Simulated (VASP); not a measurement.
Set up this calculation in VASP 6.6.1, as the native input.

```yaml
Task: single point
Functional: PBEsol
Potentials_or_basis: VASP PAW PBE potentials, release 64 (Fe, Ge_d)
Cutoff: 520 eV
k_mesh: 14 × 14 × 14
Occupations: gaussian, width 0.1 eV
Spin: collinear spin, ferromagnetic start
Starting_moments: "[2.78, 1.51, 1.51, 0.0] μB"
Dipole_correction: no
Further_INCAR_settings: ALGO = Normal; EDIFF = 1e-06; NBANDS = 31
```

The structure of Fe3Ge lies in POSCAR:

```
Fe3Ge
1.0
    0.0000000000      2.8160066787      2.8160066787
    2.8160066787      0.0000000000      2.8160066787
    2.8160066787      2.8160066787      0.0000000000
Fe Ge
3 1
Direct
    0.5000000000      0.5000000000      0.5000000000
    0.2500000000      0.2500000000      0.2500000000
    0.7500000000      0.7500000000      0.7500000000
    0.0000000000      0.0000000000      0.0000000000
```

The input as run:

INCAR

```
ALGO = Normal
EDIFF = 1E-6
ENCUT = 520
GGA = PS
ISIF = 2
ISMEAR = 0
ISPIN = 2
LASPH = T
LCHARG = F
LMAXMIX = 4
LORBIT = 11
LREAL = F
LWAVE = F
MAGMOM = 2.78 1.51 1.51 0
NBANDS = 31
NELM = 150
PREC = Accurate
SIGMA = 0.1
```

KPOINTS

```
k-points
0
Gamma
  14 14 14
```

Potentials or basis: VASP PAW PBE potentials, release 64 (Fe, Ge_d).

The run is started by

```bash
$ cat potpaw_PBE.64/Fe/POTCAR potpaw_PBE.64/Ge_d/POTCAR > POTCAR
$ mpirun -np 1 vasp_std > vasp.out
```

It gave:

```yaml
Pressure: 0.3 GPa
Net_moment: 5.12 μB per cell
Site_moments: Fe +2.52, +1.32; Ge -0.07 μB
Valence_electrons_inside_the_program's_atomic_spheres: Fe 7.31, 7.49; Ge 12.58
```

Caveat: the PAW data sets were made with another functional, which shifts forces and pressure a little.

Run time: 5.5 min on 1 thread of Intel(R) Xeon(R) Platinum 8259CL CPU @ 2.50GHz (Skylake/Cascade Lake) (shared host), peak memory 0.34 GiB.
